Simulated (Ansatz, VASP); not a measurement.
## BaTe in VASP and in Ansatz

```xyz
2
Lattice="0.0607 3.5458 3.5458 3.5458 0.0607 3.5458 3.5458 3.5458 0.0607" Properties=species:S:1:pos:R:3 pbc="T T T"
Ba    0.0000    0.0000    0.0000
Te    3.5762    3.5762    3.5762
```

Change from the starting cell: epitaxial_111 strain -1.3%.

Alike in both runs: task single point; functional PBE; k mesh 6 × 6 × 6; occupations fermi-dirac, width 0.02 eV; no spin polarisation.

|  | VASP | Ansatz |
| --- | --- | --- |
| version | VASP 6.6.1 | Ansatz 0.2.0 |
| potentials or method | VASP PAW PBE potentials, release 64 (Ba_sv, Te) | plane waves, PAW |
| plane-wave cutoff (eV) | 520 | 420 |
| valence electrons in the cell | 16 | 26 |

|  | VASP | Ansatz | Ansatz less VASP |
| --- | --- | --- | --- |
| gap on the k mesh at the Fermi level (eV) | 1.52 | 1.60 | +0.080 |
| pressure (GPa) | 0.7 | 0.4 | -0.32 |
| traceless stress, the component that is largest in VASP (GPa) | -0.20 | -0.20 | -0.001 |

VASP's potentials hold 16 valence electrons a cell and Ansatz's 26, so a difference there can come from the potentials and not from the codes.

Spin-orbit coupling is off throughout.
